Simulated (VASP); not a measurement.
## ZrS: single point with LDA

ZrS:

```
Zr S
1.0
     0.00000    2.56823    2.56823
     2.56823    0.00000    2.56823
     2.56823    2.56823    0.00000
Zr S
1 1
Direct
  0.00000 0.00000 0.00000
  0.50000 0.50000 0.50000
```

| Quantity | Value |
| --- | --- |
| Program | VASP 6.6.1 |
| Task | single point |
| Functional | LDA |
| Potentials or basis | VASP PAW LDA potentials, release 64 (Zr_sv, S) |
| Cutoff | 520 eV |
| k mesh | 14 × 14 × 14 |
| Occupations | fermi-dirac, width 0.15 eV |
| Spin | no spin polarisation |
| Dipole correction | no |
| Further INCAR settings | ALGO = Normal; EDIFF = 1e-06; NBANDS = 16 |

```yaml
Pressure: 0.3 GPa
Band_gap_on_the_k_mesh: zero (band 9 reaches 12.97 eV, above the bottom of band 10 at 9.85 eV)
```

Levels at points of the mesh, in eV from the Fermi level:
```tsv
k point	band 6	band 7	band 8	band 9	band 10	band 11	band 12	band 13
(0.00, 0.00, 0.00)	-3.48	-3.48	-3.48	-1.49	-1.49	-1.49	-0.75	-0.75
(0.50, 0.00, 0.00)	-8.29	-6.18	-6.18	1.62	1.62	2.01	2.02	6.03
(0.50, 0.50, 0.00)	-6.28	-4.43	-4.43	-3.74	0.55	2.62	2.62	3.11
```

It took 42 s on 1 thread of Intel(R) Xeon(R) Platinum 8259CL CPU @ 2.50GHz (Skylake/Cascade Lake), with other jobs on the host, peak memory 0.18 GiB.
